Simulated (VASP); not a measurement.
A run of VASP 6.6.1 is set up as follows.

File INCAR:

```
SYSTEM = Cr
  ALGO = Normal
  EDIFF = 1E-6
  ENCUT = 500
  GGA_COMPAT = .FALSE.
  ISIF = 2
  ISMEAR = -1
  LASPH = .TRUE.
  LCHARG = .FALSE.
  LREAL = .FALSE.
  LWAVE = .FALSE.
  NBANDS = 12
  NELM = 120
  PREC = Accurate
  SIGMA = 0.1
```

KPOINTS

```
k-points
0
G
  16 16 16
  0 0 0
```

Contents of POSCAR:

```
Cr
1.0
   -1.3942485114      1.3942485114      1.3942485114
    1.3942485114     -1.3942485114      1.3942485114
    1.3942485114      1.3942485114     -1.3942485114
Cr
1
Direct
    0.0000000000      0.0000000000      0.0000000000
```

Potentials or basis: VASP PAW LDA potentials, release 64 (Cr_pv).

The run is started by

```console
$ cat potpaw_LDA.64/Cr_pv/POTCAR > POTCAR
$ mpirun -np 1 vasp_std > vasp.out
```

Question: Predict the pressure.

Answer: 0.0 GPa.

Question: What does it give for the band gap on the k mesh?

Answer: Zero (band 6 reaches 14.43 eV, above the bottom of band 7 at 10.73 eV).

Caveat: the run has no spin polarisation, though such a crystal can be magnetic. Spin polarisation is off, so any magnetic state and its effect on volume and gap are missing.
